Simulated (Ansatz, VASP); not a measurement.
Pt in VASP and in Ansatz

```
Pt
1.0
     2.53562    0.00000    0.00000
     0.00000    2.53562    0.00000
     0.00000    0.00000    2.53562
Pt
1
Cartesian
  0.0000 0.0000 0.0000
```

Alike in both runs: task relaxation of cell and atoms; functional LDA; k mesh 12 × 12 × 12; occupations fermi-dirac, width 0.1 eV; no spin polarisation.

|  | VASP | Ansatz |
| --- | --- | --- |
| version | VASP 6.6.1 | Ansatz 0.2.0 |
| potentials or method | VASP PAW LDA potentials, release 64 (Pt), cutoff 600 eV | plane waves (420 eV) with PAW, scalar-relativistic |
| valence electrons in the cell | 10 | 18 |

|  | VASP | Ansatz | Ansatz less VASP |
| --- | --- | --- | --- |
| relaxed volume (Å³/atom) | 17.02 | 16.98 | -0.038 |
| relaxed cell length with the largest relative difference (Å) | 2.572 | 2.570 | -0.0019 |

Ansatz warns that its potentials were made for another functional, while VASP's fit it. LDA's correlation is that of Perdew and Zunger in VASP and of Perdew and Wang (1992) in Ansatz. VASP's potentials hold 10 valence electrons a cell and Ansatz's 18, so a difference there can come from the potentials and not from the codes.

Spin-orbit coupling is off throughout.
